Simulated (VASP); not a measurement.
Be, 4 atoms in the cell. Symmetry: P6_3/mmc, No. 194, hexagonal system. Conventional cell: a = 2.247 Å, b = 2.247 Å, c = 7.160 Å, α = 90.00°, β = 90.00°, γ = 120.00°. Be (site symmetry -3m) has 12 Be at 2.21 to 2.25 Å within 2.9 Å. Be (site symmetry -6m2) has 12 Be at 2.21 to 2.25 Å within 2.9 Å. 

* Program: VASP 6.6.1
* Task: single point
* Functional: PBEsol
* Potentials or basis: VASP PAW PBE potentials, release 64 (Be)
* Cutoff: 520 eV
* k mesh: 16 × 16 × 5
* Occupations: fermi-dirac, width 0.1 eV
* Spin: no spin polarisation
* Dipole correction: no
* Further INCAR settings: ALGO = Normal; EDIFF = 1e-07; NBANDS = 12

Potentials or basis: VASP PAW PBE potentials, release 64 (Be).

Command:

```sh
$ cat potpaw_PBE.64/Be/POTCAR > POTCAR
$ mpirun -np 1 vasp_std > vasp.out
```

Hardware: 1 thread of Intel(R) Xeon(R) Platinum 8488C (Sapphire Rapids), on a shared host.

**Question.** Estimate the wall time of this run.

**Answer.** Run time: 16 s on 1 thread of Intel(R) Xeon(R) Platinum 8488C (Sapphire Rapids) (shared host), peak memory 0.15 GiB. Counts: scf iterations 11, k points 90.
